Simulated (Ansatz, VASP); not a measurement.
**MgH2: VASP beside Ansatz**

File INCAR:

```
ALGO = Normal ; EDIFF = 1E-6
ENCUT = 600 ; GGA = PE
GGA_COMPAT = False ; ISIF = 2
ISMEAR = 0 ; LASPH = True
LCHARG = False ; LREAL = False
LWAVE = False ; NBANDS = 13
NELM = 120 ; PREC = Accurate
SIGMA = 0.02
```

File KPOINTS:

```
k-points
0
Gamma
  8 8 8
```

File POSCAR:

```
MgH2
1.0
   -1.8701653075      1.8701653075      4.6115867530
    1.8701653075     -1.8701653075      4.6115867530
    1.8701653075      1.8701653075     -4.6115867530
Mg H
2 4
Direct
    0.0000000000      0.0000000000      0.0000000000
    0.7500000000      0.2500000000      0.5000000000
    0.7876127281      0.7876127281      0.0000000000
    0.9623872719      0.4623872719      0.5000000000
    0.5376127281      0.0376127281      0.5000000000
    0.2123872719      0.2123872719      0.0000000000
```

Input for Ansatz:

```yaml
crystal:
  lattice:
    - [-1.8701653075, 1.8701653075, 4.611586753]
    - [1.8701653075, -1.8701653075, 4.611586753]
    - [1.8701653075, 1.8701653075, -4.611586753]
  atoms:
    - { symbol: Mg, position: [0.0, 0.0, 0.0] }
    - { symbol: Mg, position: [0.75, 0.25, 0.5] }
    - { symbol: H, position: [0.7876127281, 0.7876127281, 0.0] }
    - { symbol: H, position: [0.9623872719, 0.4623872719, 0.5] }
    - { symbol: H, position: [0.5376127281, 0.0376127281, 0.5] }
    - { symbol: H, position: [0.2123872719, 0.2123872719, 0.0] }
basis:
  ecutwfc: 420
kpoints:
  mp_grid: { grid: [8, 8, 8] }
hamiltonian:
  xc: pbe
scf:
  occupations: { method: gaussian, width: 0.02 }
  initial_density: { chi_scale: 0.1 }
output:
  forces: true
  eigenvalues: true
  stress: true
```

Alike in both runs: task single point; functional PBE; k mesh 8 × 8 × 8; occupations gaussian, width 0.02 eV; no spin polarisation.

```csv
,VASP,Ansatz
version,VASP 6.6.1,Ansatz 0.2.0
potentials or method,"VASP PAW PBE potentials, release 64 (Mg, H), cutoff 600 eV","scalar-relativistic, plane waves, PAW"
valence electrons in the cell,8,24
```

|  | VASP | Ansatz | Ansatz less VASP |
| --- | --- | --- | --- |
| gap on the k mesh at the Fermi level (eV) | 3.62 | 3.62 | +0.006 |
| pressure (GPa) | 2.8 | 2.9 | +0.16 |
| traceless stress, the component that is largest in VASP (GPa) | -0.07 | -0.04 | +0.025 |

The functional is the same, so the differences come from potentials, cutoffs and numerics. VASP's potentials hold 8 valence electrons a cell and Ansatz's 24, so a difference there can come from the potentials and not from the codes.
